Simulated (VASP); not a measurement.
# GaN (Cc) in VASP: single point with PBE

Aim: the single point of GaN with PBE.

Program: VASP 6.6.1. These are calculated values, not measurements. Logs are shortened: lines on timing, memory, paths and dates and some standing lists are left out, and cuts for length are marked.

### Step 1. The cell of the first run

Symmetry: Cc, No. 9, monoclinic system. Conventional cell: a = 3.189 Å, b = 5.524 Å, c = 5.185 Å, α = 90.00°, β = 90.69°, γ = 90.00°. Within 2.6 Å of Ga (site symmetry 1) lie 4 N at 1.95 Å. N (site symmetry 1) has 4 Ga at 1.95 Å within 2.6 Å.

### Step 2. Single point, PBE

File INCAR:

```
SYSTEM = GaN
  PREC = Accurate
  ENCUT = 520
  EDIFF = 1E-6
  ISMEAR = 0
  SIGMA = 0.05
  LREAL = .FALSE.
  LASPH = .TRUE.
  NELM = 60
  ALGO = Normal
  ISIF = 2
  LWAVE = .FALSE.
  LCHARG = .FALSE.
  GGA = PE
  NBANDS = 26
```

File KPOINTS:

```
Automatic mesh
0
G
  8 8 5
  0 0 0
```

File POSCAR:

```
GaN
1.0
    3.1890000000      0.0000000000      0.0191340000
   -1.5945000000      2.7617550100     -0.0095670000
    0.0311100000      0.0000000000      5.1850000000
Ga N
2 2
Direct
    0.3325055521      0.6666459210      0.0000131401
    0.6658596311      0.3333540790      0.5000131401
    0.3341684270      0.6667020371      0.3769868599
    0.6674663899      0.3332979629      0.8769868599
```

Potentials or basis: VASP PAW PBE potentials, release 64 (Ga_d, N).

Command:

```sh
cat potpaw_PBE.64/Ga_d/POTCAR potpaw_PBE.64/N/POTCAR > POTCAR
mpirun -np 1 vasp_std > vasp.out
```

OUTCAR:

```text
SYSTEM = GaN
   PREC = Accurate
   ENCUT = 520
   EDIFF = 1E-6
   ISMEAR = 0
   LREAL = .FALSE.
   LASPH = .TRUE.
   NELM = 60
   ISIF = 2
   GGA = PE

 ion  position               nearest neighbor table
   1  0.333  0.667  0.000-   4 1.95   4 1.95   4 1.95   3 1.95
   2  0.666  0.333  0.500-   3 1.95   3 1.95   3 1.95   4 1.95
   3  0.334  0.667  0.377-   2 1.95   2 1.95   2 1.95   1 1.95
   4  0.667  0.333  0.877-   1 1.95   1 1.95   1 1.95   2 1.95

  LATTYP: Found a base centered monoclinic cell.
 ALAT       =     3.1890574015
 B/A-ratio  =     1.7320196298
 C/A-ratio  =     1.6259015365
 COS(beta)  =    -0.0119995680

  Lattice vectors:

 A1 = (  -1.5945000000,   2.7617550100,  -0.0095670000)
 A2 = (  -1.5945000000,  -2.7617550100,  -0.0095670000)
 A3 = (   0.0311100000,   0.0000000000,   5.1850000000)

Analysis of symmetry for initial positions (statically):
=====================================================================
 Subroutine PRICEL returns:
 Original cell was already a primitive cell.

 Routine SETGRP: Setting up the symmetry group for a
 base centered monoclinic supercell.

 Subroutine GETGRP returns: Found  2 space group operations
 (whereof  1 operations were pure point group operations)
 out of a pool of  4 trial point group operations.

The static configuration has the point symmetry C_1 .
 The point group associated with its full space group is C_1h.

Analysis of symmetry for dynamics (positions and initial velocities):
=====================================================================
 Subroutine PRICEL returns:
 Original cell was already a primitive cell.

 Routine SETGRP: Setting up the symmetry group for a
 base centered monoclinic supercell.

 Subroutine GETGRP returns: Found  2 space group operations
 (whereof  1 operations were pure point group operations)
 out of a pool of  4 trial point group operations.

The dynamic configuration has the point symmetry C_1 .
 The point group associated with its full space group is C_1h.

 Subroutine INISYM returns: Found  2 space group operations
 (whereof  1 operations are pure point group operations),
 and found     1 'primitive' translations

----------------------------------------------------------------------------------------

                                     Primitive cell

  volume of cell :      45.6639

  direct lattice vectors                    reciprocal lattice vectors
     3.189000000  0.000000000  0.019134000     0.313589213  0.181044299 -0.001881535
    -1.594500000  2.761755010 -0.009567000     0.000000000  0.362088598  0.000000000
     0.031110000  0.000000000  5.185000000    -0.001157226  0.000000000  0.192870974

  length of vectors
     3.189057401  3.189014348  5.185093329     0.362103263  0.362088598  0.192874446

  position of ions in fractional coordinates (direct lattice)
     0.332505552  0.666645921  0.000013140
     0.665859631  0.333354079  0.500013140
     0.334168427  0.666702037  0.376986860
     0.667466390  0.333297963  0.876986860

  ion indices of the primitive-cell ions
   primitive index   ion index
                 1           1
                 2           2
                 3           3
                 4           4

----------------------------------------------------------------------------------------

 KPOINTS: Automatic mesh

Automatic generation of k-mesh.
 Grid dimensions read from file:
 generate k-points for:    8    8    5

 Generating k-lattice:

  Cartesian coordinates                     Fractional coordinates (reciprocal lattice)
     0.039198652  0.022630537 -0.000235192     0.125000000 -0.000000000  0.000000000
     0.000000000  0.045261075  0.000000000     0.000000000  0.125000000  0.000000000
    -0.000231445  0.000000000  0.038574195     0.000000000 -0.000000000  0.200000000

  Length of vectors
     0.045262908  0.045261075  0.038574889

  Shift w.r.t. Gamma in fractional coordinates (k-lattice)
     0.000000000  0.000000000  0.000000000

 Subroutine IBZKPT returns following result:
 ===========================================

 Found     93 irreducible k-points:

 Following reciprocal coordinates:
            Coordinates               Weight
  0.000000  0.000000  0.000000      1.000000
  0.125000 -0.000000  0.000000      4.000000
  0.250000 -0.000000  0.000000      4.000000
  0.375000 -0.000000 -0.000000      4.000000
  0.500000 -0.000000  0.000000      2.000000
  0.000000  0.125000  0.000000      2.000000
[... 16 lines left out ...]
  0.125000 -0.000000  0.200000      4.000000
  0.250000 -0.000000  0.200000      4.000000
 [... further k-points ...]
   k-points           NKPTS =     93   k-points in BZ     NKDIM =     93   number of bands    NBANDS=     26
   number of dos      NEDOS =    301   number of ions     NIONS =      4
   total plane-waves  NPLWV =  23040
   dimension x,y,z NGX =    24 NGY =   24 NGZ =   40
   dimension x,y,z NGXF=    48 NGYF=   48 NGZF=   80
   ions per type =               2   2
   NGX,Y,Z   is equivalent  to a cutoff of  12.51, 12.51, 12.82 a.u.
   NGXF,Y,Z  is equivalent  to a cutoff of  25.02, 25.02, 25.65 a.u.
 SYSTEM =  GaN
   PREC   = accura    normal or accurate (medium, high low for compatibility)
   ISTART =      0    job   : 0-new  1-cont  2-samecut
   ICHARG =      2    charge: 1-file 2-atom 10-const
   ISPIN  =      1    spin polarized calculation?
   LNONCOLLINEAR =      F non collinear calculations
   LSORBIT =      F    spin-orbit coupling
   LASPH  =      T    aspherical Exc in radial PAW
   ENCUT  =  520.0 eV  38.22 Ry    6.18 a.u.   5.93  5.93  9.64*2*pi/ulx,y,z
   NELM   =     60;   NELMIN=  2; NELMDL= -5     # of ELM steps
   EDIFF  = 0.1E-05   stopping-criterion for ELM
   LREAL  =      F    real-space projection
   EDIFFG = 0.1E-04   stopping-criterion for IOM
   NSW    =      0    number of steps for IOM
   IBRION =     -1    ionic relax: 0-MD 1-quasi-New 2-CG
   NFREE  =      0    steps in history (QN), initial steepest desc. (CG)
   ISIF   =      2    stress and relaxation
   ISYM   =      2    0-nonsym 1-usesym 2-fastsym
   POTIM  = 0.5000    time-step for ionic-motion
   TEBEG  =    0.0;   TEEND  =   0.0 temperature during run
   PSTRESS=    0.0 pullay stress
   NELECT =      36.0000    total number of electrons
   NUPDOWN=      -1.0000    fix difference up-down
   EMIN   =  10.00;   EMAX   =-10.00  energy-range for DOS
   EFERMI =   0.00;   METHOD = LEGACY
   ISMEAR =     0;   SIGMA  =   0.05  broadening in eV -4-tet -1-fermi 0-gaus
   EFERMI_NEDOS =   21; number of points for ismear=-14 and -15
   IALGO  =     38    algorithm
   IMIX   =      4    mixing-type and parameters
     AMIX     =   0.40;   BMIX     =  1.00
     AMIX_MAG =   1.60;   BMIX_MAG =  1.00
  volume/ion in A,a.u.               =      11.42        77.04
  Fermi-wavevector in a.u.,A,eV,Ry     =   1.512347  2.857921 31.119149  2.287193
  Thomas-Fermi vector in A             =   2.622283
   LORBIT       =      0    0 simple, 1 ext, 2 COOP (PROOUT), +10 PAW based schemes
   GGA     = PE    functional components
   LHFCALC =     F    Hartree Fock is set to
   AEXX    =    0.0000 exact exchange contribution
   IVDW    =     0    specifies the selected vdW correction
   LEPSILON=     F    determine dielectric tensor
   LRPA    =     F    only Hartree local field effects (RPA)
 non-spin polarized calculation
 Gauss-broadening in eV      SIGMA  =   0.05
  energy-cutoff  :      520.00
  volume of cell :       45.66
 maximum number of plane-waves:      1246
   NGX = 11   NGY = 11   NGZ = 19

 number of electron      35.9999985 magnetization

 Free energy of the ion-electron system (eV)
  ---------------------------------------------------
  ext. energy  EPLUGINS =         0.00000000
  ---------------------------------------------------
  free energy    TOTEN  =       -24.30143476 eV

  energy without entropy =      -24.30143476  energy(sigma->0) =      -24.30143476

 E-fermi :   5.5464     XC(G=0): -11.6722

 val. band max:        5.3441649757   @ k =   0.0000   0.0000   0.0000
 cond. band min:       7.2409475559   @ k =   0.0000   0.0000   0.0000
 fundamental gap:      1.8967825802
 Fermi energy:         5.5463838591

 k-point     1 :       0.0000    0.0000    0.0000
  band No.  band energies     occupation
      1     -10.6588      2.00000
      2      -9.7357      2.00000
      3      -8.1146      2.00000
      4      -8.0991      2.00000
      5      -8.0983      2.00000
      6      -8.0374      2.00000
[... 18 lines left out ...]
     25      17.0214      0.00000
     26      17.0241      0.00000

 k-point     2 :       0.1250   -0.0000    0.0000
  band No.  band energies     occupation
      1     -10.5091      2.00000
      2      -9.6980      2.00000
      3      -8.0977      2.00000
      4      -8.0777      2.00000
      5      -8.0501      2.00000
      6      -8.0178      2.00000
[... 18 lines left out ...]
     25      16.5933      0.00000
     26      17.3452      0.00000

 k-point     3 :       0.2500   -0.0000    0.0000
  band No.  band energies     occupation
      1     -10.1567      2.00000
      2      -9.6260      2.00000
      3      -8.0590      2.00000
      4      -8.0401      2.00000
      5      -7.9751      2.00000
      6      -7.9354      2.00000
[... 18 lines left out ...]
     25      16.7580      0.00000
     26      18.0172      0.00000

 k-point     4 :       0.3750   -0.0000   -0.0000
  band No.  band energies     occupation
      1      -9.8508      2.00000
      2      -9.5800      2.00000
      3      -8.0457      2.00000
      4      -8.0258      2.00000
      5      -7.9385      2.00000
      6      -7.8821      2.00000
[... 18 lines left out ...]
     25      17.2194      0.00000
     26      18.6090      0.00000
[... 496 lines left out ...]
      1     -10.5434      2.00000
      2      -9.7824      2.00000
      3      -8.0978      2.00000
      4      -8.0969      2.00000
      5      -8.0793      2.00000
      6      -8.0466      2.00000
[... 18 lines left out ...]
     25      16.6750      0.00000
     26      16.6773      0.00000

 k-point    23 :       0.1250   -0.0000    0.2000
  band No.  band energies     occupation
      1     -10.4043      2.00000
      2      -9.7343      2.00000
      3      -8.0859      2.00000
      4      -8.0738      2.00000
      5      -8.0404      2.00000
      6      -8.0180      2.00000
[... 18 lines left out ...]
     25      16.3210      0.00000
     26      17.0320      0.00000

 k-point    24 :       0.2500   -0.0000    0.2000
  band No.  band energies     occupation
      1     -10.0792      2.00000
      2      -9.6433      2.00000
      3      -8.0584      2.00000
      4      -8.0303      2.00000
      5      -7.9932      2.00000
      6      -7.9462      2.00000
[... 18 lines left out ...]
     25      16.3213      0.00000
     26      17.8014      0.00000

 [... further k-points ...]

------------------------ aborting loop because EDIFF is reached ----------------------------------------

  FORCE on cell =-STRESS in cart. coord.  units (eV):
  Direction    XX          YY          ZZ          XY          YZ          ZX
  --------------------------------------------------------------------------------------
  -------------------------------------------------------------------------------------
  Total        1.5078649      1.5124665      1.6864021      0.0000000      0.0000000     -0.3084558
  in kB       52.9054279     53.0668791     59.1696378      0.0000000      0.0000000    -10.8225777
  external PRESSURE =      55.0473149 kB  Pullay stress =       0.0000000 kB

 VOLUME and BASIS-vectors are now :
 -----------------------------------------------------------------------------
  energy-cutoff  :      520.00
  volume of cell :       45.66
      direct lattice vectors                 reciprocal lattice vectors
     3.189000000  0.000000000  0.019134000     0.313589213  0.181044299 -0.001881535
    -1.594500000  2.761755010 -0.009567000     0.000000000  0.362088598  0.000000000
     0.031110000  0.000000000  5.185000000    -0.001157226  0.000000000  0.192870974

 POSITION                                       TOTAL-FORCE (eV/Angst)
 -----------------------------------------------------------------------------------
     -0.00261      1.84111      0.00005         0.000103      0.000457      0.000358
      1.60745      0.92064      2.60212         0.000103     -0.000457      0.000358
      0.01433      1.84127      1.95469        -0.000103      0.000506     -0.000358
      1.62439      0.92049      4.55676        -0.000103     -0.000506     -0.000358
 -----------------------------------------------------------------------------------
    total drift:                               -0.000532     -0.000003     -0.000475

  FREE ENERGIE OF THE ION-ELECTRON SYSTEM (eV)
  ---------------------------------------------------
  free  energy   TOTEN  =       -24.3014347649 eV

  energy  without entropy=      -24.3014347649  energy(sigma->0) =      -24.30143476
```

It took 2.5 min on 1 thread of AMD EPYC 7R13, shared host; peak memory 0.19 GiB.

Results:

* Free energy: -24.3014 eV
* Pressure: 5.5 GPa
* Band gap on the k mesh: 1.90 eV

Levels at points of the mesh, in eV from the valence-band top:
```csv
k point,band 14,band 15,band 16,band 17,band 18,band 19,band 20,band 21,band 22,band 23
"(0.00, 0.00, 0.00)",-1.06,-1.06,-0.07,-0.02,0.00,1.90,4.22,9.19,9.86,9.86
"(0.50, 0.00, 0.00)",-5.31,-4.21,-2.77,-2.21,-1.02,5.03,5.54,6.04,8.58,10.34
"(0.00, 0.50, 0.00)",-5.30,-4.22,-2.77,-2.22,-1.02,5.04,5.54,6.05,8.58,10.34
```

Caveat: the cell stands under pressure.
